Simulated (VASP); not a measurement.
Y:

```
CELL_PARAMETERS angstrom
0.00000 2.55199 2.55199
2.55199 0.00000 2.55199
2.55199 2.55199 0.00000
ATOMIC_POSITIONS crystal
Y 0.00000 0.00000 0.00000
```

| Quantity | Value |
| --- | --- |
| Program | VASP 6.6.1 |
| Task | relaxation of cell and atoms |
| Functional | RPBE |
| Dispersion | D3(BJ) |
| Potentials or basis | VASP PAW PBE potentials, release 64 (Y_sv) |
| Cutoff | 600 eV |
| k mesh | 9 × 9 × 9 |
| Occupations | fermi-dirac, width 0.05 eV |
| Spin | no spin polarisation |

At the start: pressure -16.2 GPa; volume 33.24 Å³/atom.

Question: How do energy, volume and symmetry change on relaxing?

Answer: Over 15 steps the energy falls by 792.9 meV/atom and the volume is 21.84 Å³/atom (-34.3 %); space group Fm-3m (No. 225, to 0.05 Å).

The path:
```tsv
step	energy change (eV)	largest force (eV/Å)	pressure (GPa)	volume (Å³)
1	0.0000	0.0000	-16.17	33.24
2	-0.7345	0.0000	8.64	19.57
3	-0.7923	0.0000	0.83	21.56
4	-0.7928	0.0000	-0.33	21.88
5	-0.7928	0.0000	-0.28	21.88
6	-0.7928	0.0000	-0.28	21.88
7	-0.7928	0.0000	-0.28	21.88
8	-0.7928	0.0000	-0.28	21.88
9	-0.7928	0.0000	-0.29	21.88
10	-0.7928	0.0000	-0.30	21.88
11	-0.7928	0.0000	-0.31	21.87
12	-0.7928	0.0000	-0.27	21.87
13	-0.7929	0.0000	-0.24	21.87
14	-0.7929	0.0000	-0.22	21.86
15	-0.7929	0.0000	-0.14	21.84
```

Final structure:
```
Y
1.0
     0.00000    2.21850    2.21850
     2.21850    0.00000    2.21850
     2.21850    2.21850    0.00000
Y
1
Direct
  0.00000 0.00000 0.00000
```

Caveat: the volume moved by over 15 % at a fixed basis, so the end points are rough; the PAW data sets were made with another functional, which shifts forces and pressure a little; pairwise dispersion overbinds metals, which lowers pressure and volume.
